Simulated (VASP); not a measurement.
# Sn (Im-3m) in VASP: further runs

Sn is run at these levels: PBEsol; tasks: single point.

Everything below comes from runs of VASP 6.6.1. Logs are shortened: lines on timing, memory, paths and dates and some standing lists are left out, and cuts for length are marked.

## (1) The cell of the first run

It takes space group Im-3m (No. 229, cubic). The conventional cell has a = 3.631 Å, b = 3.631 Å, c = 3.631 Å, α = 90.00°, β = 90.00°, γ = 90.00°. Sn (site symmetry m-3m) has 14 Sn at 3.14 to 3.63 Å within 4.1 Å.

## (2) Single point, PBEsol

The input, INCAR:

```
SYSTEM = Sn
PREC = Accurate ; ENCUT = 520
EDIFF = 1E-6 ; ISMEAR = -1
SIGMA = 0.1 ; LREAL = .FALSE.
LASPH = .TRUE. ; NELM = 80
ALGO = Normal ; ISIF = 2
LWAVE = .FALSE. ; LCHARG = .FALSE.
GGA = PS ; NBANDS = 13
```

The input, KPOINTS:

```
Automatic mesh
0
G
  11 11 11
  0 0 0
```

The input, POSCAR:

```
Sn
1.0
   -1.8156144705      1.8156144705      1.8156144705
    1.8156144705     -1.8156144705      1.8156144705
    1.8156144705      1.8156144705     -1.8156144705
Sn
1
Direct
    0.0000000000      0.0000000000      0.0000000000
```

Potentials or basis: VASP PAW PBE potentials, release 64 (Sn_d).

Launch:

```console
cat potpaw_PBE.64/Sn_d/POTCAR > POTCAR
mpirun -np 1 vasp_std > vasp.out
```

OUTCAR:

```text
SYSTEM = Sn
   PREC = Accurate
   ENCUT = 520
   EDIFF = 1E-6
   ISMEAR = -1
   LREAL = .FALSE.
   LASPH = .TRUE.
   NELM = 80
   ISIF = 2
   GGA = PS

 ion  position               nearest neighbor table
   1  0.000  0.000  0.000-

  LATTYP: Found a body centered cubic cell.
 ALAT       =     3.6312289410

  Lattice vectors:

 A1 = (  -1.8156144705,   1.8156144705,   1.8156144705)
 A2 = (   1.8156144705,  -1.8156144705,   1.8156144705)
 A3 = (   1.8156144705,   1.8156144705,  -1.8156144705)

Analysis of symmetry for initial positions (statically):
=====================================================================
 Subroutine PRICEL returns:
 Original cell was already a primitive cell.

 Routine SETGRP: Setting up the symmetry group for a
 body centered cubic supercell.

 Subroutine GETGRP returns: Found 48 space group operations
 (whereof 48 operations were pure point group operations)
 out of a pool of 48 trial point group operations.

The static configuration has the point symmetry O_h .

Analysis of symmetry for dynamics (positions and initial velocities):
=====================================================================
 Subroutine PRICEL returns:
 Original cell was already a primitive cell.

 Routine SETGRP: Setting up the symmetry group for a
 body centered cubic supercell.

 Subroutine GETGRP returns: Found 48 space group operations
 (whereof 48 operations were pure point group operations)
 out of a pool of 48 trial point group operations.

The dynamic configuration has the point symmetry O_h .

 Subroutine INISYM returns: Found 48 space group operations
 (whereof 48 operations are pure point group operations),
 and found     1 'primitive' translations

----------------------------------------------------------------------------------------

                                     Primitive cell

  volume of cell :      23.9404

  direct lattice vectors                    reciprocal lattice vectors
    -1.815614470  1.815614470  1.815614470     0.000000000  0.275388860  0.275388860
     1.815614470 -1.815614470  1.815614470     0.275388860  0.000000000  0.275388860
     1.815614470  1.815614470 -1.815614470     0.275388860  0.275388860  0.000000000

  length of vectors
     3.144736510  3.144736510  3.144736510     0.389458661  0.389458661  0.389458661

  position of ions in fractional coordinates (direct lattice)
     0.000000000  0.000000000  0.000000000

  ion indices of the primitive-cell ions
   primitive index   ion index
                 1           1

----------------------------------------------------------------------------------------

 KPOINTS: Automatic mesh

Automatic generation of k-mesh.
 Grid dimensions read from file:
 generate k-points for:   11   11   11

 Generating k-lattice:

  Cartesian coordinates                     Fractional coordinates (reciprocal lattice)
     0.000000000  0.025035351  0.025035351     0.090909091  0.000000000  0.000000000
     0.025035351  0.000000000  0.025035351     0.000000000  0.090909091  0.000000000
     0.025035351  0.025035351  0.000000000     0.000000000  0.000000000  0.090909091

  Length of vectors
     0.035405333  0.035405333  0.035405333

  Shift w.r.t. Gamma in fractional coordinates (k-lattice)
     0.000000000  0.000000000  0.000000000

 Subroutine IBZKPT returns following result:
 ===========================================

 Found     56 irreducible k-points:

 Following reciprocal coordinates:
            Coordinates               Weight
  0.000000  0.000000  0.000000      1.000000
  0.090909  0.000000  0.000000     12.000000
  0.181818  0.000000  0.000000     12.000000
  0.272727  0.000000  0.000000     12.000000
  0.363636  0.000000  0.000000     12.000000
  0.454545  0.000000  0.000000     12.000000
[... 16 lines left out ...]
  0.272727  0.181818  0.090909     48.000000
  0.363636  0.181818  0.090909     24.000000
 [... further k-points ...]
   k-points           NKPTS =     56   k-points in BZ     NKDIM =     56   number of bands    NBANDS=     13
   number of dos      NEDOS =    301   number of ions     NIONS =      1
   total plane-waves  NPLWV =  13824
   dimension x,y,z NGX =    24 NGY =   24 NGZ =   24
   dimension x,y,z NGXF=    48 NGYF=   48 NGZF=   48
   ions per type =               1
   NGX,Y,Z   is equivalent  to a cutoff of  12.69, 12.69, 12.69 a.u.
   NGXF,Y,Z  is equivalent  to a cutoff of  25.38, 25.38, 25.38 a.u.
 SYSTEM =  Sn
   PREC   = accura    normal or accurate (medium, high low for compatibility)
   ISTART =      0    job   : 0-new  1-cont  2-samecut
   ICHARG =      2    charge: 1-file 2-atom 10-const
   ISPIN  =      1    spin polarized calculation?
   LNONCOLLINEAR =      F non collinear calculations
   LSORBIT =      F    spin-orbit coupling
   LASPH  =      T    aspherical Exc in radial PAW
   ENCUT  =  520.0 eV  38.22 Ry    6.18 a.u.   5.85  5.85  5.85*2*pi/ulx,y,z
   NELM   =     80;   NELMIN=  2; NELMDL= -5     # of ELM steps
   EDIFF  = 0.1E-05   stopping-criterion for ELM
   LREAL  =      F    real-space projection
   EDIFFG = 0.1E-04   stopping-criterion for IOM
   NSW    =      0    number of steps for IOM
   IBRION =     -1    ionic relax: 0-MD 1-quasi-New 2-CG
   NFREE  =      0    steps in history (QN), initial steepest desc. (CG)
   ISIF   =      2    stress and relaxation
   ISYM   =      2    0-nonsym 1-usesym 2-fastsym
   POTIM  = 0.5000    time-step for ionic-motion
   TEBEG  =    0.0;   TEEND  =   0.0 temperature during run
   PSTRESS=    0.0 pullay stress
   NELECT =      14.0000    total number of electrons
   NUPDOWN=      -1.0000    fix difference up-down
   EMIN   =  10.00;   EMAX   =-10.00  energy-range for DOS
   EFERMI =   0.00;   METHOD = LEGACY
   ISMEAR =    -1;   SIGMA  =   0.10  broadening in eV -4-tet -1-fermi 0-gaus
   EFERMI_NEDOS =   21; number of points for ismear=-14 and -15
   IALGO  =     38    algorithm
   IMIX   =      4    mixing-type and parameters
     AMIX     =   0.40;   BMIX     =  1.00
     AMIX_MAG =   1.60;   BMIX_MAG =  1.00
  volume/ion in A,a.u.               =      23.94       161.56
  Fermi-wavevector in a.u.,A,eV,Ry     =   1.369012  2.587057 25.499950  1.874193
  Thomas-Fermi vector in A             =   2.494925
   LORBIT       =      0    0 simple, 1 ext, 2 COOP (PROOUT), +10 PAW based schemes
   GGA     = PS    functional components
   LHFCALC =     F    Hartree Fock is set to
   AEXX    =    0.0000 exact exchange contribution
   IVDW    =     0    specifies the selected vdW correction
   LEPSILON=     F    determine dielectric tensor
   LRPA    =     F    only Hartree local field effects (RPA)
 non-spin polarized calculation
  energy-cutoff  :      520.00
  volume of cell :       23.94
 maximum number of plane-waves:       664
   NGX = 11   NGY = 11   NGZ = 11

 number of electron      14.0000008 magnetization

 Free energy of the ion-electron system (eV)
  ---------------------------------------------------
  ext. energy  EPLUGINS =         0.00000000
  ---------------------------------------------------
  free energy    TOTEN  =        -4.18794178 eV

  energy without entropy =       -4.16589023  energy(sigma->0) =       -4.17691601

 E-fermi :   9.5474     XC(G=0): -11.1143

 val. band max:        9.4992665365   @ k =  -0.4545   0.4545   0.3636
 cond. band min:       9.5799699288   @ k =  -0.2727   0.4545   0.0909
 fundamental gap:      0.0807033923
 Fermi energy:         9.5474275831

 k-point     1 :       0.0000    0.0000    0.0000
  band No.  band energies     occupation
      1     -11.9792      2.00000
      2     -11.9792      2.00000
      3     -11.9792      2.00000
      4     -11.7752      2.00000
      5     -11.7752      2.00000
      6      -2.5265      2.00000
      7      18.7626      0.00000
      8      18.7626      0.00000
      9      18.7626      0.00000
     10      21.9255      0.00000
     11      21.9255      0.00000
     12      21.9255      0.00000
     13      23.3107      0.00000

 k-point     2 :       0.0909    0.0000    0.0000
  band No.  band energies     occupation
      1     -11.9850      2.00000
      2     -11.9720      2.00000
      3     -11.9540      2.00000
      4     -11.7815      2.00000
      5     -11.7758      2.00000
      6      -2.3260      2.00000
      7      17.0123      0.00000
      8      17.9242      0.00000
      9      18.4100      0.00000
     10      20.6874      0.00000
     11      21.0179      0.00000
     12      21.6963      0.00000
     13      23.9937      0.00000

 k-point     3 :       0.1818    0.0000    0.0000
  band No.  band energies     occupation
      1     -12.0003      2.00000
      2     -11.9563      2.00000
      3     -11.8855      2.00000
      4     -11.7954      2.00000
      5     -11.7773      2.00000
      6      -1.7216      2.00000
      7      13.7858      0.00000
      8      16.4541      0.00000
      9      17.5178      0.00000
     10      19.7081      0.00000
     11      19.9456      0.00000
     12      21.9563      0.00000
     13      24.4967      0.00000
[... 305 lines left out ...]
 k-point    23 :       0.2727    0.1818    0.0909
  band No.  band energies     occupation
      1     -12.0034      2.00000
      2     -11.9276      2.00000
      3     -11.7897      2.00000
      4     -11.7869      2.00000
      5     -11.7339      2.00000
      6       2.4430      2.00000
      7       7.0599      2.00000
      8       9.6881      0.39345
      9      12.0126      0.00000
     10      22.9093      0.00000
     11      24.5308      0.00000
     12      25.0050      0.00000
     13      27.2893      0.00000

 k-point    24 :       0.3636    0.1818    0.0909
  band No.  band energies     occupation
      1     -12.0050      2.00000
      2     -11.9134      2.00000
      3     -11.7882      2.00000
      4     -11.7830      2.00000
      5     -11.7388      2.00000
      6       3.7135      2.00000
      7       5.5250      2.00000
      8       9.3712      1.70708
      9      11.8143      0.00000
     10      22.7808      0.00000
     11      24.7289      0.00000
     12      26.1417      0.00000
     13      26.2368      0.00000

 [... further k-points ...]
[... 5 lines left out ...]
  --------------------------------------------------------------------------------------
  -------------------------------------------------------------------------------------
  Total        0.9610217      0.9610217      0.9610217      0.0000000     -0.0000000      0.0000000
  in kB       64.3150894     64.3150894     64.3150894      0.0000000     -0.0000000      0.0000000
  external PRESSURE =      64.3150894 kB  Pullay stress =       0.0000000 kB

 VOLUME and BASIS-vectors are now :
 -----------------------------------------------------------------------------
  energy-cutoff  :      520.00
  volume of cell :       23.94
      direct lattice vectors                 reciprocal lattice vectors
    -1.815614470  1.815614470  1.815614470     0.000000000  0.275388860  0.275388860
     1.815614470 -1.815614470  1.815614470     0.275388860  0.000000000  0.275388860
     1.815614470  1.815614470 -1.815614470     0.275388860  0.275388860  0.000000000

 POSITION                                       TOTAL-FORCE (eV/Angst)
 -----------------------------------------------------------------------------------
      0.00000      0.00000      0.00000        -0.000000      0.000000     -0.000000
 -----------------------------------------------------------------------------------
    total drift:                                0.000000      0.000000      0.000000

  FREE ENERGIE OF THE ION-ELECTRON SYSTEM (eV)
  ---------------------------------------------------
  free  energy   TOTEN  =        -4.1879417828 eV

  energy  without entropy=       -4.1658902323  energy(sigma->0) =       -4.17691601
```

It took 5.2 s on 1 thread of Intel Xeon Platinum 8488C (Sapphire Rapids), shared host; peak memory 0.14 GiB.

What came out:

```
Free energy            : -4.1879 eV
Pressure               : 6.4 GPa
Band gap on the k mesh : zero (band 7 reaches 18.76 eV, above the bottom of band 8 at 6.75 eV)
```

Caveat: the PAW data sets were made with another functional, which shifts forces and pressure a little; spin-orbit coupling is left out, which moves the levels of the heavy elements.

## (3) Single point, PBEsol

This run uses another cell than the first one, of 25.03 Å³/atom, 1.045 times its volume.

The input, INCAR:

```
SYSTEM = Sn
PREC = Accurate
ENCUT = 520
EDIFF = 1E-6
ISMEAR = -1
SIGMA = 0.1
LREAL = .False.
LASPH = .True.
NELM = 100
ALGO = Normal
ISIF = 2
LWAVE = .False.
LCHARG = .False.
GGA = PS
NBANDS = 13
```

The input, KPOINTS:

```
Automatic mesh
0
Gamma
  11 11 11
  0 0 0
```

The input, POSCAR:

```
Sn
1.0
   -1.8427171897      1.8427171897      1.8427171897
    1.8427171897     -1.8427171897      1.8427171897
    1.8427171897      1.8427171897     -1.8427171897
Sn
1
Direct
    0.0000000000      0.0000000000      0.0000000000
```

Potentials or basis: VASP PAW PBE potentials, release 64 (Sn_d).

Launch:

```console
cat potpaw_PBE.64/Sn_d/POTCAR > POTCAR
mpirun -np 1 vasp_std > vasp.out
```

It took 5.1 s on 1 thread of Intel Xeon Platinum 8488C (Sapphire Rapids), shared host; peak memory 0.14 GiB.

The run converged. Its results:

```
Free energy            : -4.2202 eV
Pressure               : 3.0 GPa
Band gap on the k mesh : zero (band 7 reaches 17.71 eV, above the bottom of band 8 at 6.31 eV)
```

Levels at points of the mesh, in eV from the Fermi level:
```csv
k point,band 3,band 4,band 5,band 6,band 7,band 8,band 9,band 10,band 11,band 12
"(0.00, 0.00, 0.00)",-21.49,-21.31,-21.31,-11.72,8.75,8.75,8.75,12.29,12.29,12.29
```

Caveat: the PAW data sets were made with another functional, which shifts forces and pressure a little; spin-orbit coupling is left out, which moves the levels of the heavy elements.

(Part 1 of 2 ends here.)
